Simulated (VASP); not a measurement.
# HfN (F-43m) in VASP: notebook

The runs below take HfN through single point, relaxation of cell and atoms, with PBEsol.

All numbers are computed with VASP 6.6.1; they aren't measurements. Logs are shortened: lines on timing, memory, paths and dates and some standing lists are left out, and cuts for length are marked.

## 1. The cell of the first run

Symmetry: F-43m, No. 216, cubic system. The conventional cell has a = 4.867 Å, b = 4.867 Å, c = 4.867 Å, α = 90.00°, β = 90.00°, γ = 90.00°. Within 2.8 Å of Hf (site symmetry -43m) lie 4 N at 2.11 Å. Within 2.8 Å of N (site symmetry -43m) lie 4 Hf at 2.11 Å.

## 2. Single point, PBEsol

INCAR reads:

```
SYSTEM = HfN
  PREC = Accurate
  ENCUT = 520
  EDIFF = 1E-6
  ISMEAR = -1
  SIGMA = 0.05
  LREAL = .FALSE.
  LASPH = .TRUE.
  NELM = 100
  ALGO = Normal
  ISIF = 2
  LWAVE = .FALSE.
  LCHARG = .FALSE.
  GGA = PS
  NBANDS = 14
```

KPOINTS reads:

```
Automatic mesh
0
G
  9 9 9
  0 0 0
```

POSCAR reads:

```
HfN
1.0
    0.0000000000      2.4332852075      2.4332852075
    2.4332852075      0.0000000000      2.4332852075
    2.4332852075      2.4332852075      0.0000000000
Hf N
1 1
Direct
    0.0000000000      0.0000000000      0.0000000000
    0.2500000000      0.2500000000      0.2500000000
```

Potentials or basis: VASP PAW PBE potentials, release 64 (Hf_pv, N).

Run with:

```bash
$ cat potpaw_PBE.64/Hf_pv/POTCAR potpaw_PBE.64/N/POTCAR > POTCAR
$ mpirun -np 1 vasp_std > vasp.out
```

OUTCAR:

```text
SYSTEM = HfN
   PREC = Accurate
   ENCUT = 520
   EDIFF = 1E-6
   ISMEAR = -1
   LREAL = .FALSE.
   LASPH = .TRUE.
   NELM = 100
   ISIF = 2
   GGA = PS

 ion  position               nearest neighbor table
   1  0.000  0.000  0.000-   2 2.11   2 2.11   2 2.11   2 2.11
   2  0.250  0.250  0.250-   1 2.11   1 2.11   1 2.11   1 2.11

  LATTYP: Found a face centered cubic cell.
 ALAT       =     4.8665704150

  Lattice vectors:

 A1 = (   0.0000000000,   2.4332852075,   2.4332852075)
 A2 = (   2.4332852075,   0.0000000000,   2.4332852075)
 A3 = (   2.4332852075,   2.4332852075,   0.0000000000)

Analysis of symmetry for initial positions (statically):
=====================================================================
 Subroutine PRICEL returns:
 Original cell was already a primitive cell.

 Routine SETGRP: Setting up the symmetry group for a
 face centered cubic supercell.

 Subroutine GETGRP returns: Found 24 space group operations
 (whereof 24 operations were pure point group operations)
 out of a pool of 48 trial point group operations.

The static configuration has the point symmetry T_d .

Analysis of symmetry for dynamics (positions and initial velocities):
=====================================================================
 Subroutine PRICEL returns:
 Original cell was already a primitive cell.

 Routine SETGRP: Setting up the symmetry group for a
 face centered cubic supercell.

 Subroutine GETGRP returns: Found 24 space group operations
 (whereof 24 operations were pure point group operations)
 out of a pool of 48 trial point group operations.

The dynamic configuration has the point symmetry T_d .

 Subroutine INISYM returns: Found 24 space group operations
 (whereof 24 operations are pure point group operations),
 and found     1 'primitive' translations

----------------------------------------------------------------------------------------

                                     Primitive cell

  volume of cell :      28.8144

  direct lattice vectors                    reciprocal lattice vectors
     0.000000000  2.433285207  2.433285207    -0.205483516  0.205483516  0.205483516
     2.433285207  0.000000000  2.433285207     0.205483516 -0.205483516  0.205483516
     2.433285207  2.433285207  0.000000000     0.205483516  0.205483516 -0.205483516

  length of vectors
     3.441184942  3.441184942  3.441184942     0.355907890  0.355907890  0.355907890

  position of ions in fractional coordinates (direct lattice)
     0.000000000  0.000000000  0.000000000
     0.250000000  0.250000000  0.250000000

  ion indices of the primitive-cell ions
   primitive index   ion index
                 1           1
                 2           2

----------------------------------------------------------------------------------------

 KPOINTS: Automatic mesh

Automatic generation of k-mesh.
 Grid dimensions read from file:
 generate k-points for:    9    9    9

 Generating k-lattice:

  Cartesian coordinates                     Fractional coordinates (reciprocal lattice)
    -0.022831502  0.022831502  0.022831502     0.111111111  0.000000000  0.000000000
     0.022831502 -0.022831502  0.022831502     0.000000000  0.111111111  0.000000000
     0.022831502  0.022831502 -0.022831502     0.000000000  0.000000000  0.111111111

  Length of vectors
     0.039545321  0.039545321  0.039545321

  Shift w.r.t. Gamma in fractional coordinates (k-lattice)
     0.000000000  0.000000000  0.000000000

 Subroutine IBZKPT returns following result:
 ===========================================

 Found     35 irreducible k-points:

 Following reciprocal coordinates:
            Coordinates               Weight
  0.000000  0.000000  0.000000      1.000000
  0.111111  0.000000  0.000000      8.000000
  0.222222  0.000000  0.000000      8.000000
  0.333333  0.000000  0.000000      8.000000
  0.444444  0.000000  0.000000      8.000000
  0.111111  0.111111  0.000000      6.000000
[... 16 lines left out ...]
 -0.333333  0.333333  0.000000     12.000000
  0.444444  0.444444  0.000000      6.000000
 [... further k-points ...]
   k-points           NKPTS =     35   k-points in BZ     NKDIM =     35   number of bands    NBANDS=     14
   number of dos      NEDOS =    301   number of ions     NIONS =      2
   total plane-waves  NPLWV =  21952
   dimension x,y,z NGX =    28 NGY =   28 NGZ =   28
   dimension x,y,z NGXF=    56 NGYF=   56 NGZF=   56
   ions per type =               1   1
   NGX,Y,Z   is equivalent  to a cutoff of  13.53, 13.53, 13.53 a.u.
   NGXF,Y,Z  is equivalent  to a cutoff of  27.05, 27.05, 27.05 a.u.
 SYSTEM =  HfN
   PREC   = accura    normal or accurate (medium, high low for compatibility)
   ISTART =      0    job   : 0-new  1-cont  2-samecut
   ICHARG =      2    charge: 1-file 2-atom 10-const
   ISPIN  =      1    spin polarized calculation?
   LNONCOLLINEAR =      F non collinear calculations
   LSORBIT =      F    spin-orbit coupling
   LASPH  =      T    aspherical Exc in radial PAW
   ENCUT  =  520.0 eV  38.22 Ry    6.18 a.u.   6.40  6.40  6.40*2*pi/ulx,y,z
   NELM   =    100;   NELMIN=  2; NELMDL= -5     # of ELM steps
   EDIFF  = 0.1E-05   stopping-criterion for ELM
   LREAL  =      F    real-space projection
   EDIFFG = 0.1E-04   stopping-criterion for IOM
   NSW    =      0    number of steps for IOM
   IBRION =     -1    ionic relax: 0-MD 1-quasi-New 2-CG
   NFREE  =      0    steps in history (QN), initial steepest desc. (CG)
   ISIF   =      2    stress and relaxation
   ISYM   =      2    0-nonsym 1-usesym 2-fastsym
   POTIM  = 0.5000    time-step for ionic-motion
   TEBEG  =    0.0;   TEEND  =   0.0 temperature during run
   PSTRESS=    0.0 pullay stress
   NELECT =      15.0000    total number of electrons
   NUPDOWN=      -1.0000    fix difference up-down
   EMIN   =  10.00;   EMAX   =-10.00  energy-range for DOS
   EFERMI =   0.00;   METHOD = LEGACY
   ISMEAR =    -1;   SIGMA  =   0.05  broadening in eV -4-tet -1-fermi 0-gaus
   EFERMI_NEDOS =   21; number of points for ismear=-14 and -15
   IALGO  =     38    algorithm
   IMIX   =      4    mixing-type and parameters
     AMIX     =   0.40;   BMIX     =  1.00
     AMIX_MAG =   1.60;   BMIX_MAG =  1.00
  volume/ion in A,a.u.               =      14.41        97.22
  Fermi-wavevector in a.u.,A,eV,Ry     =   1.316949  2.488672 23.597322  1.734354
  Thomas-Fermi vector in A             =   2.447025
   LORBIT       =      0    0 simple, 1 ext, 2 COOP (PROOUT), +10 PAW based schemes
   GGA     = PS    functional components
   LHFCALC =     F    Hartree Fock is set to
   AEXX    =    0.0000 exact exchange contribution
   IVDW    =     0    specifies the selected vdW correction
   LEPSILON=     F    determine dielectric tensor
   LRPA    =     F    only Hartree local field effects (RPA)
 non-spin polarized calculation
  energy-cutoff  :      520.00
  volume of cell :       28.81
 maximum number of plane-waves:       785
 NGX is ok and might be reduce to    28
   NGX = 13   NGY = 13   NGZ = 13

 number of electron      15.0000002 magnetization

 Free energy of the ion-electron system (eV)
  ---------------------------------------------------
  ext. energy  EPLUGINS =         0.00000000
  ---------------------------------------------------
  free energy    TOTEN  =       -22.27148711 eV

  energy without entropy =      -22.26593671  energy(sigma->0) =      -22.26871191

 E-fermi :   5.7951     XC(G=0): -11.5233

 val. band max:        5.7866877629   @ k =   0.1111   0.0000   0.0000
 cond. band min:       5.8620649665   @ k =   0.2222   0.2222   0.0000
 fundamental gap:      0.0753772036
 Fermi energy:         5.7950925843

 k-point     1 :       0.0000    0.0000    0.0000
  band No.  band energies     occupation
      1     -25.1545      2.00000
      2     -25.1545      2.00000
      3     -25.1545      2.00000
      4     -10.4303      2.00000
      5       0.2284      2.00000
      6       0.2284      2.00000
      7       0.2284      2.00000
      8       5.1364      2.00000
      9       8.0722      0.00000
     10       8.0722      0.00000
     11      12.5640      0.00000
     12      12.5640      0.00000
     13      12.5640      0.00000
     14      18.2405      0.00000

 k-point     2 :       0.1111    0.0000    0.0000
  band No.  band energies     occupation
      1     -25.2197      2.00000
      2     -25.1627      2.00000
      3     -25.1627      2.00000
      4     -10.2761      2.00000
      5      -0.0258      2.00000
      6       0.3203      2.00000
      7       0.3203      2.00000
      8       5.7867      1.08385
      9       7.8710      0.00000
     10       7.8710      0.00000
     11      12.2398      0.00000
     12      12.8565      0.00000
     13      12.8565      0.00000
     14      17.5277      0.00000

 k-point     3 :       0.2222    0.0000    0.0000
  band No.  band energies     occupation
      1     -25.3802      2.00000
      2     -25.1835      2.00000
      3     -25.1835      2.00000
      4      -9.9040      2.00000
      5      -0.3485      2.00000
      6       0.5335      2.00000
      7       0.5335      2.00000
      8       7.0670      0.00000
      9       7.6494      0.00000
     10       7.6494      0.00000
     11      11.6640      0.00000
     12      13.0663      0.00000
     13      13.0663      0.00000
     14      15.0743      0.00000
[... 324 lines left out ...]
 k-point    23 :      -0.3333    0.3333    0.0000
  band No.  band energies     occupation
      1     -25.5766      2.00000
      2     -25.4466      2.00000
      3     -25.2739      2.00000
      4      -8.9481      2.00000
      5      -0.1049      2.00000
      6       1.0172      2.00000
      7       1.5329      2.00000
      8       5.0085      2.00000
      9       7.9616      0.00000
     10       8.3593      0.00000
     11      12.0386      0.00000
     12      12.2032      0.00000
     13      14.3258      0.00000
     14      15.8951      0.00000

 k-point    24 :       0.4444    0.4444    0.0000
  band No.  band energies     occupation
      1     -25.6628      2.00000
      2     -25.3267      2.00000
      3     -25.3267      2.00000
      4      -8.9126      2.00000
      5      -1.2613      2.00000
      6       2.0957      2.00000
      7       2.0957      2.00000
      8       4.6426      2.00000
      9       8.2236      0.00000
     10       9.8781      0.00000
     11      10.7454      0.00000
     12      10.7454      0.00000
     13      15.0161      0.00000
     14      17.9345      0.00000

 [... further k-points ...]
[... 5 lines left out ...]
  --------------------------------------------------------------------------------------
  -------------------------------------------------------------------------------------
  Total       -0.1456585     -0.1456585     -0.1456585      0.0000000      0.0000000      0.0000000
  in kB       -8.0991104     -8.0991104     -8.0991104      0.0000000      0.0000000      0.0000000
  external PRESSURE =      -8.0991104 kB  Pullay stress =       0.0000000 kB

 VOLUME and BASIS-vectors are now :
 -----------------------------------------------------------------------------
  energy-cutoff  :      520.00
  volume of cell :       28.81
      direct lattice vectors                 reciprocal lattice vectors
     0.000000000  2.433285207  2.433285207    -0.205483516  0.205483516  0.205483516
     2.433285207  0.000000000  2.433285207     0.205483516 -0.205483516  0.205483516
     2.433285207  2.433285207  0.000000000     0.205483516  0.205483516 -0.205483516

 POSITION                                       TOTAL-FORCE (eV/Angst)
 -----------------------------------------------------------------------------------
      0.00000      0.00000      0.00000        -0.000000      0.000000     -0.000000
      1.21664      1.21664      1.21664         0.000000     -0.000000      0.000000
 -----------------------------------------------------------------------------------
    total drift:                               -0.000000     -0.000000     -0.000000

  FREE ENERGIE OF THE ION-ELECTRON SYSTEM (eV)
  ---------------------------------------------------
  free  energy   TOTEN  =       -22.2714871138 eV

  energy  without entropy=      -22.2659367068  energy(sigma->0) =      -22.26871191
```

Wall time 7.9 s (1 thread of Intel Xeon 6975P-C, shared host); peak memory 0.16 GiB.

Results:

```
Free energy : -22.2715 eV
Pressure    : -0.8 GPa
```

Levels at points of the mesh, in eV from the Fermi level:
| k point | band 6 | band 7 | band 8 | band 9 | band 10 | band 11 |
| --- | --- | --- | --- | --- | --- | --- |
| (0.00, 0.00, 0.00) | -5.57 | -5.57 | -0.66 | 2.28 | 2.28 | 6.77 |

Caveat: the PAW data sets were made with another functional, which shifts forces and pressure a little; spin-orbit coupling is left out, which moves the levels of the heavy elements.

## 3. Single point, PBEsol

This run uses another cell than the first one, of 14.27 Å³/atom, 0.990 times its volume.

INCAR reads:

```
PREC = Accurate ; ENCUT = 520
EDIFF = 1E-7 ; ISMEAR = -1
SIGMA = 0.05 ; LREAL = False
LASPH = True ; NELM = 80
ALGO = Normal ; ISIF = 2
LWAVE = False ; LCHARG = False
GGA = PS ; NBANDS = 14
```

KPOINTS reads:

```
regular mesh
0
Gamma
  9 9 9
```

POSCAR reads:

```
HfN
1.0
    0.0000000000      2.4253840131      2.4253840131
    2.4253840131      0.0000000000      2.4253840131
    2.4253840131      2.4253840131      0.0000000000
Hf N
1 1
Direct
    0.0000000000      0.0000000000      0.0000000000
    0.2500000000      0.2500000000      0.2500000000
```

Potentials or basis: VASP PAW PBE potentials, release 64 (Hf_pv, N).

Run with:

```bash
$ cat potpaw_PBE.64/Hf_pv/POTCAR potpaw_PBE.64/N/POTCAR > POTCAR
$ mpirun -np 1 vasp_std > vasp.out
```

It took 8.2 s on 1 thread of Intel Xeon 6975P-C, shared host; peak memory 0.16 GiB.

It converged, with:

| Quantity | Value |
| --- | --- |
| Free energy | -22.2710 eV |
| Pressure | 1.2 GPa |

Levels at points of the mesh, in eV from the Fermi level:
```csv
k point,band 4,band 5,band 6,band 7,band 8,band 9,band 10,band 11
"(0.00, 0.00, 0.00)",-16.28,-5.62,-5.62,-5.62,-0.64,2.30,2.30,6.83
```

Caveat: the PAW data sets were made with another functional, which shifts forces and pressure a little; spin-orbit coupling is left out, which moves the levels of the heavy elements.

(Part 1 of 2 ends here.)
